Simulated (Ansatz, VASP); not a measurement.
ZnSe: VASP beside Ansatz

File INCAR:

```
ALGO     = Normal         # electronic algorithm
EDIFF    = 1E-6           # SCF threshold, eV
ENCUT    = 520            # plane-wave cutoff, eV
GGA      = CA             # functional
ISIF     = 2              # what is computed and relaxed
ISMEAR   = 0              # smearing method
LASPH    = T              # aspherical terms in the spheres
LCHARG   = F              # write CHGCAR
LREAL    = F              # projectors in reciprocal space
LWAVE    = F              # write WAVECAR
NBANDS   = 16             # bands
NELM     = 60             # most SCF steps
PREC     = Accurate       # precision mode
SIGMA    = 0.05           # smearing width, eV
```

KPOINTS

```
k-points
0
Gamma
  10 10 10
```

The input POSCAR:

```
ZnSe
1.0
    0.0000000000      3.1001999716      2.5843614301
    2.5843614301      0.0000000000      2.5843614301
    2.5843614301      3.1001999716      0.0000000000
Zn Se
1 1
Direct
    0.0000000000      0.0000000000      0.0000000000
    0.7500000000      0.7500000000      0.7500000000
```

Input for Ansatz:

```yaml
crystal:
  lattice:
    - [0.0, 3.1001999716, 2.5843614301]
    - [2.5843614301, 0.0, 2.5843614301]
    - [2.5843614301, 3.1001999716, 0.0]
  atoms:
    - { symbol: Zn, position: [0.0, 0.0, 0.0] }
    - { symbol: Se, position: [0.75, 0.75, 0.75] }
basis:
  ecutwfc: 520.0
kpoints:
  mp_grid: { grid: [10, 10, 10] }
hamiltonian:
  xc: lda
  pseudopotentials: { kind: paw, azcp: { folder: soft_1 } }
scf:
  occupations: { method: gaussian, width: 0.05 }
output:
  forces: true
  stress: true
  eigenvalues: true
```

Alike in both runs: task single point; functional LDA; k mesh 10 × 10 × 10; occupations gaussian, width 0.05 eV; no spin polarisation.

```csv
,VASP,Ansatz
version,VASP 6.6.1,Ansatz 0.2.0
potentials or method,"VASP PAW LDA potentials, release 64 (Zn, Se), cutoff 520 eV","scalar-relativistic, plane waves, PAW"
valence electrons in the cell,18,28
```

|  | VASP | Ansatz | Ansatz less VASP |
| --- | --- | --- | --- |
| gap on the k mesh at the Fermi level (eV) | 0.96 | 0.92 | -0.044 |
| least direct gap on the mesh (eV) | 0.96 | 0.92 | -0.044 |
| pressure (GPa) | 2.9 | 2.5 | -0.43 |
| traceless stress, the component that is largest in VASP (GPa) | -6.40 | -6.45 | -0.045 |

Ansatz warns that its potentials were made for another functional, while VASP's fit it. LDA's correlation is that of Perdew and Zunger in VASP and of Perdew and Wang (1992) in Ansatz. VASP's potentials hold 18 valence electrons a cell and Ansatz's 28, so a difference there can come from the potentials and not from the codes.
